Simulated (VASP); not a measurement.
# Te2Mo in VASP: density of states with LDA

Aim: the density of states of Te2Mo with LDA.

Everything below comes from runs of VASP 6.6.1. Logs are shortened: lines on timing, memory, paths and dates and some standing lists are left out, and cuts for length are marked.

## Step 1: The cell of the first run

The cell holds a slab with vacuum, 12 atoms: a = 3.471 Å, b = 3.471 Å, c = 36.981 Å, α = 90.00°, β = 90.00°, γ = 120.00°.

## Step 2: Density of states, LDA

File POSCAR:

```
Te2Mo
1.0
    3.4714970532      0.0000000000      0.0000000000
   -1.7357485266      3.0064046372      0.0000000000
    0.0000000000      0.0000000000     36.9805323605
Te Mo
8 4
Direct
    0.3333333333      0.6666666667      0.8582692113
    0.3333333333      0.6666666667      0.2306020697
    0.6666666667      0.3333333333      0.6723277457
    0.6666666667      0.3333333333      0.0445601677
    0.6666666667      0.3333333333      0.7693979303
    0.6666666667      0.3333333333      0.1417307887
    0.3333333333      0.6666666667      0.9554398323
    0.3333333333      0.6666666667      0.3276722543
    0.3333333333      0.6666666667      0.7207834795
    0.3333333333      0.6666666667      0.0931456056
    0.6666666667      0.3333333333      0.9068543944
    0.6666666667      0.3333333333      0.2792165205
```

File INCAR.step1:

```
PREC = Accurate
ENCUT = 520
EDIFF = 1E-6
ISMEAR = 0
SIGMA = 0.02
LREAL = F
LASPH = T
NELM = 80
ALGO = Normal
ISIF = 2
LWAVE = F
LCHARG = T
LMAXMIX = 4
GGA = CA
NBANDS = 64
```

File KPOINTS.step1:

```
regular mesh
0
Gamma
  12 12 1
```

File INCAR.step2:

```
PREC = Accurate
ENCUT = 520
EDIFF = 1E-6
ISMEAR = -5
SIGMA = 0.02
LREAL = F
LASPH = T
NELM = 80
ALGO = Normal
ISIF = 2
LWAVE = F
LCHARG = F
LMAXMIX = 4
GGA = CA
LORBIT = 11
NEDOS = 1001
ICHARG = 11
```

File KPOINTS.step2:

```
regular mesh
0
Gamma
  18 18 1
```

Potentials or basis: VASP PAW LDA potentials, release 64 (Te, Mo_sv).

Launch:

```
> cat potpaw_LDA.64/Te/POTCAR potpaw_LDA.64/Mo_sv/POTCAR > POTCAR
> cp INCAR.step1 INCAR
> cp KPOINTS.step1 KPOINTS
> mpirun -np 1 vasp_std > vasp.out
> cp INCAR.step2 INCAR
> cp KPOINTS.step2 KPOINTS
> mpirun -np 1 vasp_std > vasp.out
```

OUTCAR:

```text
PREC = Accurate
   ENCUT = 520
   EDIFF = 1E-6
   ISMEAR = -5
   LREAL = F
   LASPH = T
   NELM = 80
   ISIF = 2
   GGA = CA
   LORBIT = 11
   ICHARG = 11

 ion  position               nearest neighbor table
   1  0.333  0.667  0.858-  11 2.69  11 2.69  11 2.69   7 3.59
   2  0.333  0.667  0.231-  12 2.69  12 2.69  12 2.69   8 3.59
   3  0.667  0.333  0.672-   9 2.69   9 2.69   9 2.69   5 3.59
   4  0.667  0.333  0.045-  10 2.69  10 2.69  10 2.69   6 3.59
   5  0.667  0.333  0.769-   9 2.69   9 2.69   9 2.69   3 3.59
   6  0.667  0.333  0.142-  10 2.69  10 2.69  10 2.69   4 3.59
   7  0.333  0.667  0.955-  11 2.69  11 2.69  11 2.69   1 3.59
   8  0.333  0.667  0.328-  12 2.69  12 2.69  12 2.69   2 3.59
   9  0.333  0.667  0.721-   3 2.69   3 2.69   3 2.69   5 2.69   5 2.69   5 2.69
  10  0.333  0.667  0.093-   6 2.69   6 2.69   6 2.69   4 2.69   4 2.69   4 2.69
  11  0.667  0.333  0.907-   1 2.69   1 2.69   1 2.69   7 2.69   7 2.69   7 2.69
  12  0.667  0.333  0.279-   8 2.69   8 2.69   8 2.69   2 2.69   2 2.69   2 2.69

  LATTYP: Found a hexagonal cell.
 ALAT       =     3.4714970532
 C/A-ratio  =    10.6526181050

  Lattice vectors:

 A1 = (   3.4714970532,   0.0000000000,   0.0000000000)
 A2 = (  -1.7357485266,   3.0064046372,   0.0000000000)
 A3 = (   0.0000000000,   0.0000000000,  36.9805323605)

Analysis of symmetry for initial positions (statically):
=====================================================================
 Subroutine PRICEL returns:
 Original cell was already a primitive cell.

 Routine SETGRP: Setting up the symmetry group for a
 hexagonal supercell.

 Subroutine GETGRP returns: Found 12 space group operations
 (whereof 12 operations were pure point group operations)
 out of a pool of 24 trial point group operations.

The static configuration has the point symmetry D_3d.

Analysis of symmetry for dynamics (positions and initial velocities):
=====================================================================
 Subroutine PRICEL returns:
 Original cell was already a primitive cell.

 Routine SETGRP: Setting up the symmetry group for a
 hexagonal supercell.

 Subroutine GETGRP returns: Found 12 space group operations
 (whereof 12 operations were pure point group operations)
 out of a pool of 24 trial point group operations.

The dynamic configuration has the point symmetry D_3d.

 Subroutine INISYM returns: Found 12 space group operations
 (whereof 12 operations are pure point group operations),
 and found     1 'primitive' translations

----------------------------------------------------------------------------------------

                                     Primitive cell

  volume of cell :     385.9556

  direct lattice vectors                    reciprocal lattice vectors
     3.471497053  0.000000000  0.000000000     0.288060161  0.166311611  0.000000000
    -1.735748527  3.006404637  0.000000000     0.000000000  0.332623223  0.000000000
     0.000000000  0.000000000 36.980532360     0.000000000  0.000000000  0.027041255

  length of vectors
     3.471497053  3.471497053 36.980532360     0.332623223  0.332623223  0.027041255

  position of ions in fractional coordinates (direct lattice)
     0.333333333  0.666666667  0.858269211
     0.333333333  0.666666667  0.230602070
     0.666666667  0.333333333  0.672327746
     0.666666667  0.333333333  0.044560168
     0.666666667  0.333333333  0.769397930
     0.666666667  0.333333333  0.141730789
     0.333333333  0.666666667  0.955439832
     0.333333333  0.666666667  0.327672254
     0.333333333  0.666666667  0.720783479
     0.333333333  0.666666667  0.093145606
     0.666666667  0.333333333  0.906854394
     0.666666667  0.333333333  0.279216521

  ion indices of the primitive-cell ions
   primitive index   ion index
                 1           1
                 2           2
                 3           3
                 4           4
                 5           5
                 6           6
                 7           7
                 8           8
                 9           9
                10          10
                11          11
                12          12

----------------------------------------------------------------------------------------

 KPOINTS: regular mesh

Automatic generation of k-mesh.
 Grid dimensions read from file:
 generate k-points for:   18   18    1

 Generating k-lattice:

  Cartesian coordinates                     Fractional coordinates (reciprocal lattice)
     0.016003342  0.009239534  0.000000000     0.055555556  0.000000000  0.000000000
     0.000000000  0.018479068  0.000000000     0.000000000  0.055555556  0.000000000
     0.000000000  0.000000000  0.027041255     0.000000000  0.000000000  1.000000000

  Length of vectors
     0.018479068  0.018479068  0.027041255

  Shift w.r.t. Gamma in fractional coordinates (k-lattice)
     0.000000000  0.000000000  0.000000000

 TETIRR: Found    169 inequivalent tetrahedra from     1944

 Subroutine IBZKPT returns following result:
 ===========================================

 Found     37 irreducible k-points:

 Following reciprocal coordinates:
            Coordinates               Weight
  0.000000  0.000000  0.000000      1.000000
  0.055556  0.000000  0.000000      6.000000
  0.111111  0.000000  0.000000      6.000000
  0.166667  0.000000  0.000000      6.000000
  0.222222  0.000000  0.000000      6.000000
  0.277778  0.000000  0.000000      6.000000
[... 16 lines left out ...]
  0.333333  0.111111  0.000000     12.000000
  0.388889  0.111111  0.000000     12.000000
 [... further k-points ...]
   k-points           NKPTS =     37   k-points in BZ     NKDIM =     37   number of bands    NBANDS=     62
   number of dos      NEDOS =   1001   number of ions     NIONS =     12
   total plane-waves  NPLWV = 219520
   dimension x,y,z NGX =    28 NGY =   28 NGZ =  280
   dimension x,y,z NGXF=    56 NGYF=   56 NGZF=  560
   ions per type =               8   4
   NGX,Y,Z   is equivalent  to a cutoff of  13.41, 13.41, 12.59 a.u.
   NGXF,Y,Z  is equivalent  to a cutoff of  26.82, 26.82, 25.17 a.u.
 SYSTEM =  unknown system
   PREC   = accura    normal or accurate (medium, high low for compatibility)
   ISTART =      0    job   : 0-new  1-cont  2-samecut
   ICHARG =     11    charge: 1-file 2-atom 10-const
   ISPIN  =      1    spin polarized calculation?
   LNONCOLLINEAR =      F non collinear calculations
   LSORBIT =      F    spin-orbit coupling
   LASPH  =      T    aspherical Exc in radial PAW
   ENCUT  =  520.0 eV  38.22 Ry    6.18 a.u.   6.45  6.45 68.76*2*pi/ulx,y,z
   NELM   =     80;   NELMIN=  2; NELMDL=  0     # of ELM steps
   EDIFF  = 0.1E-05   stopping-criterion for ELM
   LREAL  =      F    real-space projection
   EDIFFG = 0.1E-04   stopping-criterion for IOM
   NSW    =      0    number of steps for IOM
   IBRION =     -1    ionic relax: 0-MD 1-quasi-New 2-CG
   NFREE  =      0    steps in history (QN), initial steepest desc. (CG)
   ISIF   =      2    stress and relaxation
   ISYM   =      2    0-nonsym 1-usesym 2-fastsym
   POTIM  = 0.5000    time-step for ionic-motion
   TEBEG  =    0.0;   TEEND  =   0.0 temperature during run
   PSTRESS=    0.0 pullay stress
   NELECT =     104.0000    total number of electrons
   NUPDOWN=      -1.0000    fix difference up-down
   EMIN   =  10.00;   EMAX   =-10.00  energy-range for DOS
   EFERMI =   0.00;   METHOD = LEGACY
   ISMEAR =    -5;   SIGMA  =   0.02  broadening in eV -4-tet -1-fermi 0-gaus
   EFERMI_NEDOS =   21; number of points for ismear=-14 and -15
   IALGO  =     38    algorithm
   IMIX   =      4    mixing-type and parameters
     AMIX     =   0.40;   BMIX     =  1.00
     AMIX_MAG =   1.60;   BMIX_MAG =  1.00
  volume/ion in A,a.u.               =      32.16       217.05
  Fermi-wavevector in a.u.,A,eV,Ry     =   1.057402  1.998200 15.212662  1.118099
  Thomas-Fermi vector in A             =   2.192674
   LORBIT       =     11    0 simple, 1 ext, 2 COOP (PROOUT), +10 PAW based schemes
   GGA     = CA    functional components
   LHFCALC =     F    Hartree Fock is set to
   AEXX    =    0.0000 exact exchange contribution
   IVDW    =     0    specifies the selected vdW correction
   LEPSILON=     F    determine dielectric tensor
   LRPA    =     F    only Hartree local field effects (RPA)
 non-spin polarized calculation
 Fermi weights with tetrahedron method with Bloechl corrections
  energy-cutoff  :      520.00
  volume of cell :      385.96
 maximum number of plane-waves:     10505
 NGX is ok and might be reduce to    28

 number of electron     103.9999998 magnetization

 Free energy of the ion-electron system (eV)
  ---------------------------------------------------
  ext. energy  EPLUGINS =         0.00000000
  ---------------------------------------------------
  free energy    TOTEN  =       -82.37006680 eV

  energy without entropy =      -82.37006680  energy(sigma->0) =      -82.37006680

 E-fermi :   5.1352     XC(G=0):  -8.4007

 val. band max:        5.1168437061   @ k =   0.0000   0.0000   0.0000
 cond. band min:       5.8524976641   @ k =   0.2222   0.1667   0.0000
 fundamental gap:      0.7356539580
 Fermi energy:         5.1351834809

 k-point     1 :       0.0000    0.0000    0.0000
  band No.  band energies     occupation
      1     -55.3159      2.00000
      2     -55.3159      2.00000
      3     -55.3154      2.00000
      4     -55.3154      2.00000
      5     -29.7076      2.00000
      6     -29.7076      2.00000
[... 1549 lines left out ...]
     61       7.4617      0.00000
     62       7.7341      0.00000

 [... further k-points ...]
[... 5 lines left out ...]
  --------------------------------------------------------------------------------------
  -------------------------------------------------------------------------------------
  Total        0.4084750      0.4084750      0.7219559     -0.0000000      0.0000000      0.0000000
  in kB        1.6956597      1.6956597      2.9969800     -0.0000000      0.0000000      0.0000000
  external PRESSURE =       2.1294331 kB  Pullay stress =       0.0000000 kB

 VOLUME and BASIS-vectors are now :
 -----------------------------------------------------------------------------
  energy-cutoff  :      520.00
  volume of cell :      385.96
      direct lattice vectors                 reciprocal lattice vectors
     3.471497053  0.000000000  0.000000000     0.288060161  0.166311611  0.000000000
    -1.735748527  3.006404637  0.000000000     0.000000000  0.332623223  0.000000000
     0.000000000  0.000000000 36.980532360     0.000000000  0.000000000  0.027041255

 POSITION                                       TOTAL-FORCE (eV/Angst)
 -----------------------------------------------------------------------------------
     -0.00000      2.00427     31.73925        -0.000000      0.000000     -0.055305
     -0.00000      2.00427      8.52779        -0.000000      0.000000     -0.058171
      1.73575      1.00213     24.86304         0.000000     -0.000000     -0.056046
      1.73575      1.00213      1.64786         0.000000      0.000000     -0.058091
      1.73575      1.00213     28.45275        -0.000000     -0.000000      0.058171
      1.73575      1.00213      5.24128        -0.000000     -0.000000      0.055305
     -0.00000      2.00427     35.33267        -0.000000     -0.000000      0.058091
     -0.00000      2.00427     12.11749        -0.000000      0.000000      0.056046
     -0.00000      2.00427     26.65496         0.000000      0.000000      0.000178
     -0.00000      2.00427      3.44457        -0.000000      0.000000      0.001301
      1.73575      1.00213     33.53596         0.000000      0.000000     -0.001301
      1.73575      1.00213     10.32558        -0.000000     -0.000000     -0.000178
 -----------------------------------------------------------------------------------
    total drift:                               -0.000000     -0.000000     -0.000000

  FREE ENERGIE OF THE ION-ELECTRON SYSTEM (eV)
  ---------------------------------------------------
  free  energy   TOTEN  =       -82.3700668022 eV

  energy  without entropy=      -82.3700668022  energy(sigma->0) =      -82.37006680

 total charge

# of ion       s       p       d       tot
------------------------------------------
    1        1.392   1.996   0.073   3.461
    2        1.392   1.996   0.073   3.461
    3        1.390   2.005   0.070   3.464
    4        1.392   1.996   0.073   3.460
    5        1.392   1.996   0.073   3.461
    6        1.392   1.996   0.073   3.461
    7        1.392   1.996   0.073   3.460
    8        1.390   2.005   0.070   3.464
    9        2.265   6.157   4.047  12.469
   10        2.265   6.156   4.047  12.467
   11        2.265   6.156   4.047  12.467
   12        2.265   6.157   4.047  12.469
--------------------------------------------------
tot         20.188  40.610  16.766  77.564
```

It took 45 min on 1 thread of Intel Xeon Platinum 8488C (Sapphire Rapids), shared host; peak memory 0.77 GiB.

Results:

| Property | Result |
| --- | --- |
| Valence electrons inside the program's atomic spheres | Te 3.46; Mo 12.47 |

Levels at points of the mesh, in eV from the valence-band top:
```
           k point  band 48  band 49  band 50  band 51  band 52  band 53  band 54  band 55  band 56  band 57
(0.00, 0.00, 0.00)    -1.02    -1.01    -0.16    -0.05     0.00     3.04     3.04     3.07     3.07     3.12
(0.50, 0.00, 0.00)    -0.99    -0.53    -0.44    -0.33    -0.25     1.33     1.35     1.37     1.39     1.52
```

Caveat: spin-orbit coupling is left out, which moves the levels of the heavy elements.
